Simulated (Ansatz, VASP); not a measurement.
# Two plane-wave programs on AlCu3

```xyz
4
Lattice="0.0000 2.8880 2.8880 2.8880 0.0000 2.8880 2.8880 2.8880 0.0000" Properties=species:S:1:pos:R:3 pbc="T T T"
Al    0.0000    0.0000    0.0000
Cu    2.8880    2.8880    2.8880
Cu    1.4440    1.4440    1.4440
Cu    4.3320    4.3320    4.3320
```

Alike in both runs: task single point; functional PBEsol; k mesh 12 × 12 × 12; occupations gaussian, width 0.1 eV; no spin polarisation.

```csv
,VASP,Ansatz
version,VASP 6.6.1,Ansatz 0.2.0
potentials or method,"VASP PAW PBE potentials, release 64 (Al, Cu), cutoff 520 eV","scalar-relativistic, plane waves, PAW"
valence electrons in the cell,36,60
```

Ansatz gave:

| Quantity | Value |
| --- | --- |
| gap on the k mesh at the Fermi level (eV) | none |
| pressure (GPa) | -0.7 |

Question: Estimate VASP's values.

Answer: gap on the k mesh at the Fermi level (eV): none; pressure (GPa): -0.1.

VASP's potentials were made for PBE, not for PBEsol. A gap of «none» marks a metal or a gap that the smearing closes. VASP's potentials hold 36 valence electrons a cell and Ansatz's 60, so a difference there can come from the potentials and not from the codes.
